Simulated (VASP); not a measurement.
# Ir3C in VASP: a series of runs

Ir3C is run at these levels: LDA; tasks: single point.

All numbers are computed with VASP 6.6.1; they aren't measurements. Logs are shortened: lines on timing, memory, paths and dates and some standing lists are left out, and cuts for length are marked.

**1. The cell of the first run**

The cell holds a slab with vacuum, 4 atoms: a = 2.695 Å, b = 2.695 Å, c = 21.277 Å, α = 90.00°, β = 90.00°, γ = 120.00°.

**2. Single point, LDA, collinear spin**

File INCAR:

```
  PREC = Accurate
  ENCUT = 520
  EDIFF = 1E-6
  ISMEAR = 0
  SIGMA = 0.1
  LREAL = False
  LASPH = True
  NELM = 150
  ALGO = Normal
  ISIF = 2
  LWAVE = False
  LCHARG = False
  ISPIN = 2
  MAGMOM = 0 0 0 2
  LORBIT = 11
  LMAXMIX = 4
  LDIPOL = True
  IDIPOL = 3
  DIPOL = 0.5 0.5 0.336
  NBANDS = 28
```

File KPOINTS:

```
regular mesh
0
Gamma
  12 12 1
```

File POSCAR:

```
Ir3C
1.0
    2.6946510889      0.0000000000      0.0000000000
   -1.3473255444      2.3336362973      0.0000000000
    0.0000000000      0.0000000000     21.2769546740
Ir C
3 1
Direct
    0.6666666667      0.3333333333      0.1879968286
    0.3333333333      0.6666666667      0.2885049938
    0.0000000000      0.0000000000      0.3890103072
    0.3333333333     -0.3333333333      0.4787787928
```

Potentials or basis: VASP PAW LDA potentials, release 64 (Ir, C).

Run with:

```sh
$ cat potpaw_LDA.64/Ir/POTCAR potpaw_LDA.64/C/POTCAR > POTCAR
$ mpirun -np 1 vasp_std > vasp.out
```

OUTCAR:

```text
PREC = Accurate
   ENCUT = 520
   EDIFF = 1E-6
   ISMEAR = 0
   LREAL = False
   LASPH = True
   NELM = 150
   ISIF = 2
   ISPIN = 2
   LORBIT = 11

 ion  position               nearest neighbor table
   1  0.667  0.333  0.188-   2 2.64   2 2.64   2 2.64
   2  0.333  0.667  0.289-   3 2.64   3 2.64   3 2.64   1 2.64   1 2.64   1 2.64
   3  0.000  0.000  0.389-   4 2.46   4 2.46   4 2.46   2 2.64   2 2.64   2 2.64
   4  0.333  0.667  0.479-   3 2.46   3 2.46   3 2.46

  LATTYP: Found a hexagonal cell.
 ALAT       =     2.6946510889
 C/A-ratio  =     7.8959961687

  Lattice vectors:

 A1 = (   2.6946510889,   0.0000000000,   0.0000000000)
 A2 = (  -1.3473255444,   2.3336362973,   0.0000000000)
 A3 = (   0.0000000000,   0.0000000000,  21.2769546740)

Analysis of symmetry for initial positions (statically):
=====================================================================
 Subroutine PRICEL returns:
 Original cell was already a primitive cell.

 Routine SETGRP: Setting up the symmetry group for a
 hexagonal supercell.

 Subroutine GETGRP returns: Found  6 space group operations
 (whereof  6 operations were pure point group operations)
 out of a pool of 24 trial point group operations.

The static configuration has the point symmetry C_3v.

Analysis of symmetry for dynamics (positions and initial velocities):
=====================================================================
 Subroutine PRICEL returns:
 Original cell was already a primitive cell.

 Routine SETGRP: Setting up the symmetry group for a
 hexagonal supercell.

 Subroutine GETGRP returns: Found  6 space group operations
 (whereof  6 operations were pure point group operations)
 out of a pool of 24 trial point group operations.

The dynamic configuration has the point symmetry C_3v.

Analysis of structural, dynamic, and magnetic symmetry:
=====================================================================
 Subroutine PRICEL returns:
 Original cell was already a primitive cell.

 Routine SETGRP: Setting up the symmetry group for a
 hexagonal supercell.

 Subroutine GETGRP returns: Found  6 space group operations
 (whereof  6 operations were pure point group operations)
 out of a pool of 24 trial point group operations.

The overall configuration has the point symmetry C_3v.

 Subroutine INISYM returns: Found  6 space group operations
 (whereof  6 operations are pure point group operations),
 and found     1 'primitive' translations

----------------------------------------------------------------------------------------

                                     Primitive cell

  volume of cell :     133.7966

  direct lattice vectors                    reciprocal lattice vectors
     2.694651089  0.000000000  0.000000000     0.371105559  0.214257895  0.000000000
    -1.347325544  2.333636297  0.000000000     0.000000000  0.428515789  0.000000000
     0.000000000  0.000000000 21.276954674     0.000000000  0.000000000  0.046999207

  length of vectors
     2.694651089  2.694651089 21.276954674     0.428515789  0.428515789  0.046999207

  position of ions in fractional coordinates (direct lattice)
     0.666666667  0.333333333  0.187996829
     0.333333333  0.666666667  0.288504994
     0.000000000  0.000000000  0.389010307
     0.333333333  0.666666667  0.478778793

  ion indices of the primitive-cell ions
   primitive index   ion index
                 1           1
                 2           2
                 3           3
                 4           4

----------------------------------------------------------------------------------------

 KPOINTS: regular mesh

Automatic generation of k-mesh.
 Grid dimensions read from file:
 generate k-points for:   12   12    1

 Generating k-lattice:

  Cartesian coordinates                     Fractional coordinates (reciprocal lattice)
     0.030925463  0.017854825  0.000000000     0.083333333 -0.000000000  0.000000000
     0.000000000  0.035709649  0.000000000     0.000000000  0.083333333  0.000000000
     0.000000000  0.000000000  0.046999207     0.000000000  0.000000000  1.000000000

  Length of vectors
     0.035709649  0.035709649  0.046999207

  Shift w.r.t. Gamma in fractional coordinates (k-lattice)
     0.000000000  0.000000000  0.000000000

 Subroutine IBZKPT returns following result:
 ===========================================

 Found     19 irreducible k-points:

 Following reciprocal coordinates:
            Coordinates               Weight
  0.000000  0.000000  0.000000      1.000000
  0.083333 -0.000000  0.000000      6.000000
  0.166667 -0.000000  0.000000      6.000000
  0.250000 -0.000000  0.000000      6.000000
  0.333333 -0.000000  0.000000      6.000000
  0.416667 -0.000000  0.000000      6.000000
[... 11 lines left out ...]
  0.333333  0.250000  0.000000     12.000000
  0.333333  0.333333  0.000000      2.000000
   k-points           NKPTS =     19   k-points in BZ     NKDIM =     19   number of bands    NBANDS=     28
   number of dos      NEDOS =    301   number of ions     NIONS =      4
   total plane-waves  NPLWV =  64000
   dimension x,y,z NGX =    20 NGY =   20 NGZ =  160
   dimension x,y,z NGXF=    40 NGYF=   40 NGZF=  320
   ions per type =               3   1
   NGX,Y,Z   is equivalent  to a cutoff of  12.34, 12.34, 12.50 a.u.
   NGXF,Y,Z  is equivalent  to a cutoff of  24.68, 24.68, 25.00 a.u.
 SYSTEM =  unknown system
   PREC   = accura    normal or accurate (medium, high low for compatibility)
   ISTART =      0    job   : 0-new  1-cont  2-samecut
   ICHARG =      2    charge: 1-file 2-atom 10-const
   ISPIN  =      2    spin polarized calculation?
   LNONCOLLINEAR =      F non collinear calculations
   LSORBIT =      F    spin-orbit coupling
   LASPH  =      T    aspherical Exc in radial PAW
   ENCUT  =  520.0 eV  38.22 Ry    6.18 a.u.   5.01  5.01 39.56*2*pi/ulx,y,z
   NELM   =    150;   NELMIN=  2; NELMDL= -5     # of ELM steps
   EDIFF  = 0.1E-05   stopping-criterion for ELM
   LREAL  =      F    real-space projection
   EDIFFG = 0.1E-04   stopping-criterion for IOM
   NSW    =      0    number of steps for IOM
   IBRION =     -1    ionic relax: 0-MD 1-quasi-New 2-CG
   NFREE  =      0    steps in history (QN), initial steepest desc. (CG)
   ISIF   =      2    stress and relaxation
   ISYM   =      2    0-nonsym 1-usesym 2-fastsym
   POTIM  = 0.5000    time-step for ionic-motion
   TEBEG  =    0.0;   TEEND  =   0.0 temperature during run
   PSTRESS=    0.0 pullay stress
   NELECT =      31.0000    total number of electrons
   NUPDOWN=      -1.0000    fix difference up-down
   EMIN   =  10.00;   EMAX   =-10.00  energy-range for DOS
   EFERMI =   0.00;   METHOD = LEGACY
   ISMEAR =     0;   SIGMA  =   0.10  broadening in eV -4-tet -1-fermi 0-gaus
   EFERMI_NEDOS =   21; number of points for ismear=-14 and -15
   IALGO  =     38    algorithm
   IMIX   =      4    mixing-type and parameters
     AMIX     =   0.40;   BMIX     =  1.00
     AMIX_MAG =   1.60;   BMIX_MAG =  1.00
  volume/ion in A,a.u.               =      33.45       225.73
  Fermi-wavevector in a.u.,A,eV,Ry     =   1.005496  1.900112 13.755791  1.011022
  Thomas-Fermi vector in A             =   2.138179
   LORBIT       =     11    0 simple, 1 ext, 2 COOP (PROOUT), +10 PAW based schemes
   GGA     = CA    functional components
   LHFCALC =     F    Hartree Fock is set to
   AEXX    =    0.0000 exact exchange contribution
   IVDW    =     0    specifies the selected vdW correction
   LEPSILON=     F    determine dielectric tensor
   LRPA    =     F    only Hartree local field effects (RPA)
 spin polarized calculation
 Gauss-broadening in eV      SIGMA  =   0.10
  energy-cutoff  :      520.00
  volume of cell :      133.80
 maximum number of plane-waves:      3675
 NGX is ok and might be reduce to    20
   NGX =  9   NGY =  9   NGZ = 79

 dipolmoment           0.000000      0.000000     -0.002578 electrons x Angstroem

 number of electron      31.0000000 magnetization       0.0005244

 dipolmoment           0.000000      0.000000      0.032431 electrons x Angstroem

 Free energy of the ion-electron system (eV)
  ---------------------------------------------------
  ext. energy  EPLUGINS =         0.00000000
  ---------------------------------------------------
  free energy    TOTEN  =       -34.84701052 eV

  energy without entropy =      -34.83355169  energy(sigma->0) =      -34.84028111

 E-fermi :  -0.3074     XC(G=0):  -6.0936

 val. band max:       -0.3199775468   @ k =   0.1667   0.1667   0.0000
 cond. band min:      -0.2779696305   @ k =   0.2500   0.0833   0.0000
 fundamental gap:      0.0420079163
 Fermi energy:        -0.3074236814

 spin component 1

 k-point     1 :       0.0000    0.0000    0.0000
  band No.  band energies     occupation
      1     -12.5389      1.00000
      2     -10.5543      1.00000
      3      -8.5194      1.00000
      4      -8.4594      1.00000
      5      -4.4253      1.00000
      6      -4.4253      1.00000
[... 559 lines left out ...]
     26      10.5770      0.00000
     27      10.8570      0.00000
 Fermi energy:        -0.3074236814

 spin component 2

 k-point     1 :       0.0000    0.0000    0.0000
  band No.  band energies     occupation
      1     -12.5388      1.00000
      2     -10.5542      1.00000
      3      -8.5194      1.00000
      4      -8.4594      1.00000
      5      -4.4253      1.00000
      6      -4.4253      1.00000
[... 559 lines left out ...]
     26      10.5771      0.00000
     27      10.8571      0.00000
 [bands above 27 left out]

------------------------ aborting loop because EDIFF is reached ----------------------------------------

 vacuum level on the upper side and lower side of the slab       (xc-potential included)         0.446        -0.464

  FORCE on cell =-STRESS in cart. coord.  units (eV):
  Direction    XX          YY          ZZ          XY          YZ          ZX
  --------------------------------------------------------------------------------------
  -------------------------------------------------------------------------------------
  Total       -2.9490048     -2.9490048     -4.1262258     -0.0000000      0.0000000      0.0000000
  in kB      -35.3135094    -35.3135094    -49.4104033     -0.0000000      0.0000000      0.0000000
  external PRESSURE =     -40.0124740 kB  Pullay stress =       0.0000000 kB

 VOLUME and BASIS-vectors are now :
 -----------------------------------------------------------------------------
  energy-cutoff  :      520.00
  volume of cell :      133.80
      direct lattice vectors                 reciprocal lattice vectors
     2.694651089  0.000000000  0.000000000     0.371105559  0.214257895  0.000000000
    -1.347325544  2.333636297  0.000000000     0.000000000  0.428515789  0.000000000
     0.000000000  0.000000000 21.276954674     0.000000000  0.000000000  0.046999207

 POSITION                                       TOTAL-FORCE (eV/Angst)
 -----------------------------------------------------------------------------------
      1.34733      0.77788      4.00000        -0.000000      0.000000     -0.389308
     -0.00000      1.55576      6.13851        -0.000000     -0.000000     -0.481443
      0.00000      0.00000      8.27695        -0.000000      0.000000      4.428800
     -0.00000      1.55576     10.18695         0.000000      0.000000     -3.558049
 -----------------------------------------------------------------------------------
    total drift:                                0.000000      0.000000      0.000218

  FREE ENERGIE OF THE ION-ELECTRON SYSTEM (eV)
  ---------------------------------------------------
  free  energy   TOTEN  =       -34.8470105202 eV

  energy  without entropy=      -34.8335516924  energy(sigma->0) =      -34.84028111

 vacuum level on the upper side and lower side of the slab         6.466         5.533

 total charge

# of ion       s       p       d       tot
------------------------------------------
    1        0.686   0.620   6.970   8.275
    2        0.698   0.794   7.065   8.557
    3        0.672   0.734   7.008   8.413
    4        1.036   0.947   0.000   1.984
--------------------------------------------------
tot          3.092   3.095  21.042  27.229

 magnetization (x)

# of ion       s       p       d       tot
------------------------------------------
    1        0.000   0.000   0.000   0.000
    2        0.000  -0.000   0.000   0.000
    3       -0.000  -0.000  -0.000  -0.000
    4        0.000   0.000   0.000   0.000
--------------------------------------------------
tot          0.000   0.000   0.000   0.000
```

It took 6.4 min on 1 thread of Intel Xeon 8259CL, shared host; peak memory 0.29 GiB.

What came out:

* Free energy: -34.8470 eV
* Largest force: 4.429 eV/Å
* Net moment: 0.00 μB per cell
* Valence electrons inside the program's atomic spheres: Ir 8.28, 8.56, 8.41; C 1.98

Forces in eV/Å, atoms in the order of the input:
```
Ir   0.000  0.000 -0.389
Ir   0.000  0.000 -0.481
Ir   0.000  0.000  4.429
C    0.000  0.000 -3.558
```

Caveat: spin-orbit coupling is left out, which moves the levels of the heavy elements.

**3. Single point, LDA, collinear spin**

File INCAR:

```
ALGO = Normal
DIPOL = 0.5 0.5 0.346
EDIFF = 1E-6
ENCUT = 520
GGA = CA
IDIPOL = 3
ISIF = 2
ISMEAR = 0
ISPIN = 2
LASPH = True
LCHARG = True
LDIPOL = True
LELF = True
LMAXMIX = 4
LORBIT = 11
LREAL = False
LVACPOTAV = True
LVHAR = True
LWAVE = False
MAGMOM = 0 0 0 2
NBANDS = 28
NELM = 150
PREC = Accurate
SIGMA = 0.1
```

File KPOINTS:

```
k-points
0
Gamma
  12 12 1
```

POSCAR, as its differences from that of step 2:

```diff
@@ -11,2 +11,2 @@
     0.0000000000      0.0000000000      0.3890103072
-    0.3333333333     -0.3333333333      0.4787787928
+    0.3333333333     -0.3333333333      0.5173181427
```

Potentials or basis: VASP PAW LDA potentials, release 64 (Ir, C).

Run with:

```sh
$ cat potpaw_LDA.64/Ir/POTCAR potpaw_LDA.64/C/POTCAR > POTCAR
$ mpirun -np 1 vasp_std > vasp.out
```

Wall time 8.4 min (1 thread of Intel Xeon 8259CL, shared host); peak memory 0.29 GiB.

The run converged. Its results:

| Property | Result |
| --- | --- |
| Free energy | -32.9067 eV |
| Largest force | 1.426 eV/Å |
| Net moment | 0.00 μB per cell |
| Valence electrons inside the program's atomic spheres | Ir 8.28, 8.52, 8.27; C 1.91 |

Forces on the atoms (eV/Å):
```
Ir   0.000  0.000 -0.251
Ir   0.000  0.000  0.285
Ir   0.000  0.000  1.392
C    0.000  0.000 -1.426
```

Levels at points of the mesh, in eV from the Fermi level:
Spin up:
```csv
k point,band 12,band 13,band 14,band 15,band 16,band 17,band 18,band 19,band 20,band 21
"(0.00, 0.00, 0.00)",-3.07,-2.44,-1.23,-1.23,-0.43,-0.41,-0.41,0.74,0.74,2.54
"(0.50, 0.00, 0.00)",-1.34,0.20,0.52,0.56,0.88,1.55,1.67,1.77,2.43,3.32
```
Spin down:
```
           k point  band 13  band 14  band 15  band 16  band 17  band 18  band 19  band 20
(0.00, 0.00, 0.00)    -2.44    -1.23    -1.23    -0.43    -0.41    -0.41     0.74     0.74
(0.50, 0.00, 0.00)     0.20     0.52     0.56     0.88     1.55     1.67     1.78     2.43
```

Caveat: spin-orbit coupling is left out, which moves the levels of the heavy elements.
